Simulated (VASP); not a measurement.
A run of VASP 6.6.1 is set up as follows.

Contents of INCAR:

```
SYSTEM = LiCl
  ALGO = Normal
  EDIFF = 1E-7
  ENCUT = 520
  GGA = PE
  ISIF = 2
  ISMEAR = 0
  LASPH = .True.
  LCHARG = .False.
  LREAL = .False.
  LWAVE = .False.
  NBANDS = 12
  NELM = 80
  PREC = Accurate
  SIGMA = 0.05
```

Contents of KPOINTS:

```
k-points
0
Gamma
  12 12 12
  0 0 0
```

POSCAR

```
LiCl
1.0
    0.0000000000      2.5403974510      2.5403974510
    2.5403974510      0.0000000000      2.5403974510
    2.5403974510      2.5403974510      0.0000000000
Li Cl
1 1
Direct
    0.0000000000      0.0000000000      0.0000000000
    0.5000000000      0.5000000000      0.5000000000
```

Potentials or basis: VASP PAW PBE potentials, release 64 (Li_sv, Cl).

The run is started by

```sh
$ cat potpaw_PBE.64/Li_sv/POTCAR potpaw_PBE.64/Cl/POTCAR > POTCAR
$ mpirun -np 1 vasp_std > vasp.out
```

Problem. Estimate the band gap on the k mesh.

Solution. 6.51 eV, indirect (the least direct gap lies 3.2 meV higher).

 A k mesh can miss the band edges.
